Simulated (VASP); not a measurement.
# Pd (Pm-3m) in VASP: further runs

The runs below take Pd through single point, with RPBE.

Program: VASP 6.6.1. These are calculated values, not measurements. Logs are shortened: lines on timing, memory, paths and dates and some standing lists are left out, and cuts for length are marked.

### 1 The cell of the first run

It takes space group Pm-3m (No. 221, cubic). Conventional cell: a = 2.679 Å, b = 2.679 Å, c = 2.679 Å, α = 90.00°, β = 90.00°, γ = 90.00°. Within 3.5 Å of Pd (site symmetry m-3m) lie 6 Pd at 2.68 Å.

### 2 Single point, RPBE (volume scaled by 1.04)

Contents of INCAR:

```
PREC = Accurate
ENCUT = 520
EDIFF = 1E-7
ISMEAR = -1
SIGMA = 0.1
LREAL = F
LASPH = T
NELM = 60
ALGO = Normal
ISIF = 2
LWAVE = F
LCHARG = F
GGA = RP
NBANDS = 11
```

Contents of KPOINTS:

```
regular mesh
0
Gamma
  13 13 13
```

Contents of POSCAR:

```
Pd
1.0
    2.6791797325      0.0000000000      0.0000000000
    0.0000000000      2.6791797325      0.0000000000
    0.0000000000      0.0000000000      2.6791797325
Pd
1
Direct
    0.0000000000      0.0000000000      0.0000000000
```

Potentials or basis: VASP PAW PBE potentials, release 64 (Pd).

Started as:

```sh
$ cat potpaw_PBE.64/Pd/POTCAR > POTCAR
$ mpirun -np 1 vasp_std > vasp.out
```

OUTCAR:

```text
PREC = Accurate
   ENCUT = 520
   EDIFF = 1E-7
   ISMEAR = -1
   LREAL = F
   LASPH = T
   NELM = 60
   ISIF = 2
   GGA = RP

 ion  position               nearest neighbor table
   1  0.000  0.000  0.000-

  LATTYP: Found a simple cubic cell.
 ALAT       =     2.6791797325

  Lattice vectors:

 A1 = (   2.6791797325,   0.0000000000,   0.0000000000)
 A2 = (   0.0000000000,   2.6791797325,   0.0000000000)
 A3 = (   0.0000000000,   0.0000000000,   2.6791797325)

Analysis of symmetry for initial positions (statically):
=====================================================================
 Subroutine PRICEL returns:
 Original cell was already a primitive cell.

 Routine SETGRP: Setting up the symmetry group for a
 simple cubic supercell.

 Subroutine GETGRP returns: Found 48 space group operations
 (whereof 48 operations were pure point group operations)
 out of a pool of 48 trial point group operations.

The static configuration has the point symmetry O_h .

Analysis of symmetry for dynamics (positions and initial velocities):
=====================================================================
 Subroutine PRICEL returns:
 Original cell was already a primitive cell.

 Routine SETGRP: Setting up the symmetry group for a
 simple cubic supercell.

 Subroutine GETGRP returns: Found 48 space group operations
 (whereof 48 operations were pure point group operations)
 out of a pool of 48 trial point group operations.

The dynamic configuration has the point symmetry O_h .

 Subroutine INISYM returns: Found 48 space group operations
 (whereof 48 operations are pure point group operations),
 and found     1 'primitive' translations

----------------------------------------------------------------------------------------

                                     Primitive cell

  volume of cell :      19.2312

  direct lattice vectors                    reciprocal lattice vectors
     2.679179733  0.000000000  0.000000000     0.373248569  0.000000000  0.000000000
     0.000000000  2.679179733  0.000000000     0.000000000  0.373248569  0.000000000
     0.000000000  0.000000000  2.679179733     0.000000000  0.000000000  0.373248569

  length of vectors
     2.679179733  2.679179733  2.679179733     0.373248569  0.373248569  0.373248569

  position of ions in fractional coordinates (direct lattice)
     0.000000000  0.000000000  0.000000000

  ion indices of the primitive-cell ions
   primitive index   ion index
                 1           1

----------------------------------------------------------------------------------------

 KPOINTS: regular mesh

Automatic generation of k-mesh.
 Grid dimensions read from file:
 generate k-points for:   13   13   13

 Generating k-lattice:

  Cartesian coordinates                     Fractional coordinates (reciprocal lattice)
     0.028711428  0.000000000  0.000000000     0.076923077  0.000000000  0.000000000
     0.000000000  0.028711428  0.000000000     0.000000000  0.076923077  0.000000000
     0.000000000  0.000000000  0.028711428     0.000000000  0.000000000  0.076923077

  Length of vectors
     0.028711428  0.028711428  0.028711428

  Shift w.r.t. Gamma in fractional coordinates (k-lattice)
     0.000000000  0.000000000  0.000000000

 Subroutine IBZKPT returns following result:
 ===========================================

 Found     84 irreducible k-points:

 Following reciprocal coordinates:
            Coordinates               Weight
  0.000000  0.000000  0.000000      1.000000
  0.076923  0.000000  0.000000      6.000000
  0.153846  0.000000  0.000000      6.000000
  0.230769  0.000000  0.000000      6.000000
  0.307692  0.000000  0.000000      6.000000
  0.384615  0.000000  0.000000      6.000000
[... 16 lines left out ...]
  0.307692  0.307692  0.000000     12.000000
  0.384615  0.307692  0.000000     24.000000
 [... further k-points ...]
   k-points           NKPTS =     84   k-points in BZ     NKDIM =     84   number of bands    NBANDS=     11
   number of dos      NEDOS =    301   number of ions     NIONS =      1
   total plane-waves  NPLWV =   8000
   dimension x,y,z NGX =    20 NGY =   20 NGZ =   20
   dimension x,y,z NGXF=    40 NGYF=   40 NGZF=   40
   ions per type =               1
   NGX,Y,Z   is equivalent  to a cutoff of  12.41, 12.41, 12.41 a.u.
   NGXF,Y,Z  is equivalent  to a cutoff of  24.82, 24.82, 24.82 a.u.
 SYSTEM =  unknown system
   PREC   = accura    normal or accurate (medium, high low for compatibility)
   ISTART =      0    job   : 0-new  1-cont  2-samecut
   ICHARG =      2    charge: 1-file 2-atom 10-const
   ISPIN  =      1    spin polarized calculation?
   LNONCOLLINEAR =      F non collinear calculations
   LSORBIT =      F    spin-orbit coupling
   LASPH  =      T    aspherical Exc in radial PAW
   ENCUT  =  520.0 eV  38.22 Ry    6.18 a.u.   4.98  4.98  4.98*2*pi/ulx,y,z
   NELM   =     60;   NELMIN=  2; NELMDL= -5     # of ELM steps
   EDIFF  = 0.1E-06   stopping-criterion for ELM
   LREAL  =      F    real-space projection
   EDIFFG = 0.1E-05   stopping-criterion for IOM
   NSW    =      0    number of steps for IOM
   IBRION =     -1    ionic relax: 0-MD 1-quasi-New 2-CG
   NFREE  =      0    steps in history (QN), initial steepest desc. (CG)
   ISIF   =      2    stress and relaxation
   ISYM   =      2    0-nonsym 1-usesym 2-fastsym
   POTIM  = 0.5000    time-step for ionic-motion
   TEBEG  =    0.0;   TEEND  =   0.0 temperature during run
   PSTRESS=    0.0 pullay stress
   NELECT =      10.0000    total number of electrons
   NUPDOWN=      -1.0000    fix difference up-down
   EMIN   =  10.00;   EMAX   =-10.00  energy-range for DOS
   EFERMI =   0.00;   METHOD = LEGACY
   ISMEAR =    -1;   SIGMA  =   0.10  broadening in eV -4-tet -1-fermi 0-gaus
   EFERMI_NEDOS =   21; number of points for ismear=-14 and -15
   IALGO  =     38    algorithm
   IMIX   =      4    mixing-type and parameters
     AMIX     =   0.40;   BMIX     =  1.00
     AMIX_MAG =   1.60;   BMIX_MAG =  1.00
  volume/ion in A,a.u.               =      19.23       129.78
  Fermi-wavevector in a.u.,A,eV,Ry     =   1.316456  2.487741 23.579660  1.733056
  Thomas-Fermi vector in A             =   2.446567
   LORBIT       =      0    0 simple, 1 ext, 2 COOP (PROOUT), +10 PAW based schemes
   GGA     = RP    functional components
   LHFCALC =     F    Hartree Fock is set to
   AEXX    =    0.0000 exact exchange contribution
   IVDW    =     0    specifies the selected vdW correction
   LEPSILON=     F    determine dielectric tensor
   LRPA    =     F    only Hartree local field effects (RPA)
 non-spin polarized calculation
  energy-cutoff  :      520.00
  volume of cell :       19.23
 maximum number of plane-waves:       531
 NGX is ok and might be reduce to    20
   NGX =  9   NGY =  9   NGZ =  9

 number of electron      10.0000000 magnetization

 number of electron       9.9999992 magnetization

 Free energy of the ion-electron system (eV)
  ---------------------------------------------------
  ext. energy  EPLUGINS =         0.00000000
  ---------------------------------------------------
  free energy    TOTEN  =        -4.17694088 eV

  energy without entropy =       -4.12955846  energy(sigma->0) =       -4.15324967

 E-fermi :   6.3169     XC(G=0): -11.3335

 val. band max:        6.3075518353   @ k =   0.2308   0.0000   0.0000
 cond. band min:       6.3369043257   @ k =   0.3077   0.0000   0.0000
 fundamental gap:      0.0293524904
 Fermi energy:         6.3168503402

 k-point     1 :       0.0000    0.0000    0.0000
  band No.  band energies     occupation
      1       0.9036      2.00000
      2       2.3060      2.00000
      3       2.3060      2.00000
      4       6.2537      1.30581
      5       6.2537      1.30581
      6       6.2537      1.30581
      7      22.2270      0.00000
      8      22.2270      0.00000
      9      22.2270      0.00000
     10      28.0596      0.00000
     11      28.0812      0.00000

 k-point     2 :       0.0769    0.0000    0.0000
  band No.  band energies     occupation
      1       1.0458      2.00000
      2       2.3284      2.00000
      3       2.4137      2.00000
      4       6.1669      1.63490
      5       6.1669      1.63490
      6       6.2606      1.27385
      7      21.0364      0.00000
      8      22.4581      0.00000
      9      22.4581      0.00000
     10      27.7837      0.00000
     11      28.1337      0.00000

 k-point     3 :       0.1538    0.0000    0.0000
  band No.  band energies     occupation
      1       1.4222      2.00000
      2       2.3912      2.00000
      3       2.7658      2.00000
      4       5.9347      1.95716
      5       5.9347      1.95716
      6       6.2800      1.18197
      7      18.8151      0.00000
      8      23.1175      0.00000
      9      23.1175      0.00000
     10      27.0793      0.00000
     11      28.0874      0.00000

 k-point     4 :       0.2308    0.0000    0.0000
  band No.  band energies     occupation
      1       1.8899      2.00000
      2       2.4815      2.00000
      3       3.4403      2.00000
      4       5.6251      1.99802
      5       5.6251      1.99802
      6       6.3076      1.04646
      7      16.5049      0.00000
      8      24.1181      0.00000
      9      24.1181      0.00000
     10      26.1997      0.00000
     11      27.9363      0.00000
[... 239 lines left out ...]
 k-point    22 :       0.4615    0.2308    0.0000
  band No.  band energies     occupation
      1       2.9635      2.00000
      2       3.2970      2.00000
      3       4.4111      2.00000
      4       5.0473      1.99999
      5       5.8111      1.98736
      6       8.7954      0.00000
      7      11.3838      0.00000
      8      21.4097      0.00000
      9      22.9598      0.00000
     10      26.7436      0.00000
     11      30.0242      0.00000

 k-point    23 :       0.3077    0.3077    0.0000
  band No.  band energies     occupation
      1       2.8595      2.00000
      2       3.1952      2.00000
      3       4.8509      2.00000
      4       5.4187      1.99975
      5       5.5045      1.99941
      6       6.7076      0.03938
      7      15.1859      0.00000
      8      17.8920      0.00000
      9      24.3854      0.00000
     10      27.9420      0.00000
     11      28.4493      0.00000

 k-point    24 :       0.3846    0.3077    0.0000
  band No.  band energies     occupation
      1       2.8801      2.00000
      2       3.0532      2.00000
      3       5.2285      1.99996
      4       5.2783      1.99994
      5       5.5077      1.99939
      6       7.9873      0.00000
      7      13.6133      0.00000
      8      18.4063      0.00000
      9      22.7101      0.00000
     10      27.7480      0.00000
     11      29.6772      0.00000

 [... further k-points ...]

------------------------ aborting loop because EDIFF is reached ----------------------------------------

  FORCE on cell =-STRESS in cart. coord.  units (eV):
  Direction    XX          YY          ZZ          XY          YZ          ZX
  --------------------------------------------------------------------------------------
  -------------------------------------------------------------------------------------
  Total       -0.4707660     -0.4707660     -0.4707660     -0.0000000     -0.0000000      0.0000000
  in kB      -39.2202285    -39.2202285    -39.2202285     -0.0000000     -0.0000000      0.0000000
  external PRESSURE =     -39.2202285 kB  Pullay stress =       0.0000000 kB

 VOLUME and BASIS-vectors are now :
 -----------------------------------------------------------------------------
  energy-cutoff  :      520.00
  volume of cell :       19.23
      direct lattice vectors                 reciprocal lattice vectors
     2.679179733  0.000000000  0.000000000     0.373248569  0.000000000  0.000000000
     0.000000000  2.679179733  0.000000000     0.000000000  0.373248569  0.000000000
     0.000000000  0.000000000  2.679179733     0.000000000  0.000000000  0.373248569

 POSITION                                       TOTAL-FORCE (eV/Angst)
 -----------------------------------------------------------------------------------
      0.00000      0.00000      0.00000         0.000000      0.000000      0.000000
 -----------------------------------------------------------------------------------
    total drift:                               -0.000000      0.000000     -0.000000

  FREE ENERGIE OF THE ION-ELECTRON SYSTEM (eV)
  ---------------------------------------------------
  free  energy   TOTEN  =        -4.1769408816 eV

  energy  without entropy=       -4.1295584611  energy(sigma->0) =       -4.15324967
```

Run time: 11 s. Hardware: 1 thread of AMD EPYC 7R43 (Zen 3), shared host; peak memory 0.1 GiB.

Results:

```
Free energy            : -4.1769 eV
Pressure               : -3.9 GPa
Band gap on the k mesh : zero (band 5 reaches 7.21 eV, above the bottom of band 6 at 5.74 eV)
```

Caveat: the PAW data sets were made with another functional, which shifts forces and pressure a little.

### 3 Single point, RPBE (volume scaled by 1.08)

Contents of INCAR:

```
PREC     = Accurate       # precision mode
ENCUT    = 520            # plane-wave cutoff, eV
EDIFF    = 1E-6           # SCF threshold, eV
ISMEAR   = -1             # smearing method
SIGMA    = 0.1            # smearing width, eV
LREAL    = F              # projectors in reciprocal space
LASPH    = T              # aspherical terms in the spheres
NELM     = 60             # most SCF steps
ALGO     = Normal         # electronic algorithm
ISIF     = 2              # what is computed and relaxed
LWAVE    = F              # write WAVECAR
LCHARG   = F              # write CHGCAR
GGA      = RP             # functional
NBANDS   = 11             # bands
```

Contents of KPOINTS:

```
Automatic mesh
0
Gamma
  13 13 13
```

Contents of POSCAR:

```
Pd
1.0
    2.7130970006      0.0000000000      0.0000000000
    0.0000000000      2.7130970006      0.0000000000
    0.0000000000      0.0000000000      2.7130970006
Pd
1
Direct
    0.0000000000      0.0000000000      0.0000000000
```

Potentials or basis: VASP PAW PBE potentials, release 64 (Pd).

Started as:

```sh
$ cat potpaw_PBE.64/Pd/POTCAR > POTCAR
$ mpirun -np 1 vasp_std > vasp.out
```

It took 11 s on 1 thread of AMD EPYC 7R43 (Zen 3), shared host; peak memory 0.1 GiB.

It converged, with:

```
Free energy            : -4.1525 eV
Pressure               : -6.7 GPa
Band gap on the k mesh : zero (band 5 reaches 6.68 eV, above the bottom of band 6 at 5.30 eV)
```

Levels at points of the mesh, in eV from the Fermi level:
```
           k point  band 3  band 4  band 5  band 6  band 7  band 8
(0.00, 0.00, 0.00)   -3.79   -0.07   -0.07   -0.07   15.64   15.64
```

Caveat: the PAW data sets were made with another functional, which shifts forces and pressure a little.
